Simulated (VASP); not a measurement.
# ScPt3 (Pm-3m) in VASP: notebook

Runs on ScPt3. Level: LDA. Tasks: single point, relaxation of cell and atoms.

All numbers are computed with VASP 6.6.1; they aren't measurements. Logs are shortened: lines on timing, memory, paths and dates and some standing lists are left out, and cuts for length are marked.

**1. The cell of the first run**

It takes space group Pm-3m (No. 221, cubic). The conventional cell has a = 3.921 Å, b = 3.921 Å, c = 3.921 Å, α = 90.00°, β = 90.00°, γ = 90.00°. Within 3.7 Å of Sc (site symmetry m-3m) lie 12 Pt at 2.77 Å. Within 3.7 Å of Pt (site symmetry 4/mmm) lie 4 Sc at 2.77 Å and 8 Pt at 2.77 Å.

**2. Single point, LDA**

The input, INCAR:

```
SYSTEM = ScPt3
ALGO = Normal
EDIFF = 1E-7
ENCUT = 520
ISIF = 2
ISMEAR = 1
LASPH = .TRUE.
LCHARG = .FALSE.
LREAL = .FALSE.
LWAVE = .FALSE.
NBANDS = 28
NELM = 80
PREC = Accurate
SIGMA = 0.05
```

The input, KPOINTS:

```
k-points
0
G
  6 6 6
  0 0 0
```

The input, POSCAR:

```
ScPt3
1.0
    3.9211271942      0.0000000000      0.0000000000
    0.0000000000      3.9211271942      0.0000000000
    0.0000000000      0.0000000000      3.9211271942
Sc Pt
1 3
Direct
    0.0000000000      0.0000000000      0.0000000000
    0.0000000000      0.5000000000      0.5000000000
    0.5000000000      0.0000000000      0.5000000000
    0.5000000000      0.5000000000      0.0000000000
```

Potentials or basis: VASP PAW LDA potentials, release 64 (Sc_sv, Pt).

Run with:

```bash
cat potpaw_LDA.64/Sc_sv/POTCAR potpaw_LDA.64/Pt/POTCAR > POTCAR
mpirun -np 1 vasp_std > vasp.out
```

OUTCAR:

```text
SYSTEM = ScPt3
   EDIFF = 1E-7
   ENCUT = 520
   ISIF = 2
   ISMEAR = 1
   LASPH = .TRUE.
   LREAL = .FALSE.
   NELM = 80
   PREC = Accurate

 ion  position               nearest neighbor table
   1  0.000  0.000  0.000-   2 2.77   3 2.77   4 2.77   2 2.77   3 2.77   2 2.77   4 2.77   2 2.77
                             3 2.77   4 2.77   3 2.77   4 2.77
   2  0.000  0.500  0.500-   1 2.77   3 2.77   4 2.77   1 2.77   4 2.77   1 2.77   3 2.77   1 2.77
                             3 2.77   4 2.77   4 2.77   3 2.77
   3  0.500  0.000  0.500-   1 2.77   2 2.77   4 2.77   1 2.77   4 2.77   2 2.77   4 2.77   4 2.77
                             1 2.77   2 2.77   1 2.77   2 2.77
   4  0.500  0.500  0.000-   1 2.77   2 2.77   3 2.77   2 2.77   3 2.77   1 2.77   3 2.77   3 2.77
                             1 2.77   2 2.77   2 2.77   1 2.77

  LATTYP: Found a simple cubic cell.
 ALAT       =     3.9211271942

  Lattice vectors:

 A1 = (   3.9211271942,   0.0000000000,   0.0000000000)
 A2 = (   0.0000000000,   3.9211271942,   0.0000000000)
 A3 = (   0.0000000000,   0.0000000000,   3.9211271942)

Analysis of symmetry for initial positions (statically):
=====================================================================
 Subroutine PRICEL returns:
 Original cell was already a primitive cell.

 Routine SETGRP: Setting up the symmetry group for a
 simple cubic supercell.

 Subroutine GETGRP returns: Found 48 space group operations
 (whereof 48 operations were pure point group operations)
 out of a pool of 48 trial point group operations.

The static configuration has the point symmetry O_h .

Analysis of symmetry for dynamics (positions and initial velocities):
=====================================================================
 Subroutine PRICEL returns:
 Original cell was already a primitive cell.

 Routine SETGRP: Setting up the symmetry group for a
 simple cubic supercell.

 Subroutine GETGRP returns: Found 48 space group operations
 (whereof 48 operations were pure point group operations)
 out of a pool of 48 trial point group operations.

The dynamic configuration has the point symmetry O_h .

 Subroutine INISYM returns: Found 48 space group operations
 (whereof 48 operations are pure point group operations),
 and found     1 'primitive' translations

----------------------------------------------------------------------------------------

                                     Primitive cell

  volume of cell :      60.2883
[... 88 lines left out ...]
   EDIFF  = 0.1E-06   stopping-criterion for ELM
   LREAL  =      F    real-space projection
   EDIFFG = 0.1E-05   stopping-criterion for IOM
   NSW    =      0    number of steps for IOM
   IBRION =     -1    ionic relax: 0-MD 1-quasi-New 2-CG
   NFREE  =      0    steps in history (QN), initial steepest desc. (CG)
   ISIF   =      2    stress and relaxation
   ISYM   =      2    0-nonsym 1-usesym 2-fastsym
   POTIM  = 0.5000    time-step for ionic-motion
   TEBEG  =    0.0;   TEEND  =   0.0 temperature during run
   PSTRESS=    0.0 pullay stress
   NELECT =      41.0000    total number of electrons
   NUPDOWN=      -1.0000    fix difference up-down
   EMIN   =  10.00;   EMAX   =-10.00  energy-range for DOS
   EFERMI =   0.00;   METHOD = LEGACY
   ISMEAR =     1;   SIGMA  =   0.05  broadening in eV -4-tet -1-fermi 0-gaus
   EFERMI_NEDOS =   21; number of points for ismear=-14 and -15
   IALGO  =     38    algorithm
   IMIX   =      4    mixing-type and parameters
     AMIX     =   0.40;   BMIX     =  1.00
     AMIX_MAG =   1.60;   BMIX_MAG =  1.00
  volume/ion in A,a.u.               =      15.07       101.71
  Fermi-wavevector in a.u.,A,eV,Ry     =   1.439655  2.720554 28.199535  2.072607
  Thomas-Fermi vector in A             =   2.558487
   LORBIT       =      0    0 simple, 1 ext, 2 COOP (PROOUT), +10 PAW based schemes
   GGA     = CA    functional components
   LHFCALC =     F    Hartree Fock is set to
   AEXX    =    0.0000 exact exchange contribution
   IVDW    =     0    specifies the selected vdW correction
   LEPSILON=     F    determine dielectric tensor
   LRPA    =     F    only Hartree local field effects (RPA)
 non-spin polarized calculation
 Methfessel and Paxton  Order N= 1 SIGMA  =   0.05
  energy-cutoff  :      520.00
  volume of cell :       60.29
 maximum number of plane-waves:      1647
 NGX is ok and might be reduce to    30
   NGX = 15   NGY = 15   NGZ = 15

 number of electron      41.0000004 magnetization

 Free energy of the ion-electron system (eV)
  ---------------------------------------------------
  ext. energy  EPLUGINS =         0.00000000
  ---------------------------------------------------
  free energy    TOTEN  =       -33.60820674 eV

  energy without entropy =      -33.60846162  energy(sigma->0) =      -33.60829170

 E-fermi :   9.9507     XC(G=0): -13.3679

 val. band max:        9.9425083633   @ k =   0.5000   0.3333   0.3333
 cond. band min:      10.0085329724   @ k =   0.3333   0.1667   0.1667
 fundamental gap:      0.0660246091
 Fermi energy:         9.9506804709

 k-point     1 :       0.0000    0.0000    0.0000
  band No.  band energies     occupation
      1     -38.2221      2.00000
      2     -17.2471      2.00000
      3     -17.2471      2.00000
      4     -17.2471      2.00000
      5       0.6769      2.00000
      6       3.4350      2.00000
[... 609 lines left out ...]
     27      14.0766      0.00000
     28      14.0766      0.00000

------------------------ aborting loop because EDIFF is reached ----------------------------------------

  FORCE on cell =-STRESS in cart. coord.  units (eV):
  Direction    XX          YY          ZZ          XY          YZ          ZX
  --------------------------------------------------------------------------------------
  -------------------------------------------------------------------------------------
  Total        0.3756882      0.3756882      0.3756882     -0.0000000     -0.0000000      0.0000000
  in kB        9.9840184      9.9840184      9.9840184     -0.0000000     -0.0000000      0.0000000
  external PRESSURE =       9.9840184 kB  Pullay stress =       0.0000000 kB

 VOLUME and BASIS-vectors are now :
 -----------------------------------------------------------------------------
  energy-cutoff  :      520.00
  volume of cell :       60.29
      direct lattice vectors                 reciprocal lattice vectors
     3.921127194  0.000000000  0.000000000     0.255028707  0.000000000  0.000000000
     0.000000000  3.921127194  0.000000000     0.000000000  0.255028707  0.000000000
     0.000000000  0.000000000  3.921127194     0.000000000  0.000000000  0.255028707

 POSITION                                       TOTAL-FORCE (eV/Angst)
 -----------------------------------------------------------------------------------
      0.00000      0.00000      0.00000         0.000000      0.000000      0.000000
      0.00000      1.96056      1.96056         0.000000      0.000000      0.000000
      1.96056      0.00000      1.96056         0.000000      0.000000      0.000000
      1.96056      1.96056      0.00000         0.000000      0.000000      0.000000
 -----------------------------------------------------------------------------------
    total drift:                                0.000000      0.000000     -0.000000

  FREE ENERGIE OF THE ION-ELECTRON SYSTEM (eV)
  ---------------------------------------------------
  free  energy   TOTEN  =       -33.6082067387 eV

  energy  without entropy=      -33.6084616221  energy(sigma->0) =      -33.60829170
```

It took 46 s on 1 thread of Intel Xeon 8259CL, shared host; peak memory 0.17 GiB.

What came out:

| Quantity | Value |
| --- | --- |
| Free energy | -33.6082 eV |
| Pressure | 1.0 GPa |

Caveat: spin-orbit coupling is left out, which moves the levels of the heavy elements.

**3. Relaxation of cell and atoms, LDA**

This run uses another cell than the first one, of 15.50 Å³/atom, 1.028 times its volume.

The input, INCAR:

```
SYSTEM = ScPt3
  PREC = Accurate
  ENCUT = 600
  EDIFF = 1E-6
  ISMEAR = 1
  SIGMA = 0.05
  LREAL = .False.
  LASPH = .True.
  NELM = 80
  ALGO = Normal
  ISIF = 3
  LWAVE = .False.
  LCHARG = .False.
  IBRION = 2
  NSW = 80
  EDIFFG = -0.01
```

The input, KPOINTS:

```
regular mesh
0
Gamma
  6 6 6
  0 0 0
```

The input, POSCAR:

```
ScPt3
1.0
    3.9580000000      0.0000000000      0.0000000000
    0.0000000000      3.9580000000      0.0000000000
    0.0000000000      0.0000000000      3.9580000000
Sc Pt
1 3
Direct
    0.0000000000      0.0000000000      0.0000000000
    0.0000000000      0.5000000000      0.5000000000
    0.5000000000      0.0000000000      0.5000000000
    0.5000000000      0.5000000000      0.0000000000
```

Potentials or basis: VASP PAW LDA potentials, release 64 (Sc_sv, Pt).

Run with:

```bash
cat potpaw_LDA.64/Sc_sv/POTCAR potpaw_LDA.64/Pt/POTCAR > POTCAR
mpirun -np 1 vasp_std > vasp.out
```

Run time: 1.9 min. Hardware: 1 thread of Intel Xeon 8259CL, shared host; peak memory 0.19 GiB.

Results (log left out):

```
Free energy                            : -33.6096 eV
Relaxed volume                         : 15.14 Å³/atom
Relaxed cell                           : a = 3.927 Å, b = 3.927 Å, c = 3.927 Å, α = 90.00°, β = 90.00°, γ = 90.00°
Space group after relaxing (to 0.05 Å) : Pm-3m (No. 221)
Energy gained by relaxing              : 6.4 meV/atom
Ionic steps                            : 4
Pressure after relaxing                : 0.0 GPa
```

Step by step:
```
step  energy change (eV)  largest force (eV/Å)  pressure (GPa)  volume (Å³)
   1              0.0000                0.0000           -5.48        62.01
   2              0.1186                0.0000           15.27        57.37
   3             -0.0255                0.0000           -0.15        60.58
   4             -0.0255                0.0000            0.01        60.55
```

Final structure:
```yaml
crystal:
  lattice:
    - [3.92678, 0.00000, 0.00000]
    - [0.00000, 3.92678, 0.00000]
    - [0.00000, 0.00000, 3.92678]
  atoms:
    - { symbol: Sc, position: [0.00000, 0.00000, 0.00000] }
    - { symbol: Pt, position: [0.00000, 0.50000, 0.50000] }
    - { symbol: Pt, position: [0.50000, 0.00000, 0.50000] }
    - { symbol: Pt, position: [0.50000, 0.50000, 0.00000] }
```

Levels at points of the mesh, in eV from the Fermi level:
```csv
k point,band 19,band 20,band 21,band 22,band 23,band 24
"(0.00, 0.00, 0.00)",0.59,0.59,2.57,2.57,2.57,3.52
"(0.50, 0.00, 0.00)",-1.95,-0.74,0.59,1.81,1.81,2.84
"(0.50, 0.50, 0.00)",-1.65,-1.62,-1.11,2.12,2.12,2.42
"(0.50, 0.50, 0.50)",0.12,0.12,0.51,0.51,0.51,2.80
```

Caveat: spin-orbit coupling is left out, which moves the levels of the heavy elements.
